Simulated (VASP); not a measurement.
Set up this calculation in VASP 6.6.1, as the native input.

| Quantity | Value |
| --- | --- |
| Task | single point |
| Functional | PBE |
| Potentials or basis | VASP PAW PBE potentials, release 64 (Sr_sv, Hf_pv) |
| Cutoff | 520 eV |
| k mesh | 6 × 6 × 6 |
| Occupations | gaussian, width 0.1 eV |
| Spin | no spin polarisation |
| Dipole correction | no |
| Further INCAR settings | ALGO = Normal; EDIFF = 1e-06; NBANDS = 17 |

The structure of SrHf lies in POSCAR:

```
SrHf
1.0
    1.7109540741      0.9878197952      6.0105198009
   -1.7109540741      0.9878197952      6.0105198009
    0.0000000000     -1.9756395905      6.0105198009
Sr Hf
1 1
Direct
    0.0000000000      0.0000000000      0.0000000000
    0.5000000000      0.5000000000      0.5000000000
```

One way to write it, as run:

INCAR

```
ALGO     = Normal         # electronic algorithm
EDIFF    = 1E-6           # SCF threshold, eV
ENCUT    = 520            # plane-wave cutoff, eV
GGA      = PE             # functional
ISIF     = 2              # what is computed and relaxed
ISMEAR   = 0              # smearing method
LASPH    = True           # aspherical terms in the spheres
LCHARG   = True           # write CHGCAR
LELF     = True           # ELF
LREAL    = False          # projectors in reciprocal space
LVHAR    = True         
LWAVE    = False          # write WAVECAR
NBANDS   = 17             # bands
NELM     = 60             # most SCF steps
PREC     = Accurate       # precision mode
SIGMA    = 0.1            # smearing width, eV
```

KPOINTS

```
k-points
0
Gamma
  6 6 6
```

Potentials or basis: VASP PAW PBE potentials, release 64 (Sr_sv, Hf_pv).

The run is started by

```console
$ cat potpaw_PBE.64/Sr_sv/POTCAR potpaw_PBE.64/Hf_pv/POTCAR > POTCAR
$ mpirun -np 1 vasp_std > vasp.out
```

It gave:

- Pressure: 0.0 GPa
- Band gap on the k mesh: zero (bands 10 and 11 overlap by 0.79 eV)

Caveat: spin-orbit coupling is left out, which moves the levels of the heavy elements.

Wall time 2.2 min on 1 thread of Intel Xeon 8259CL (shared host), peak memory 0.32 GiB.
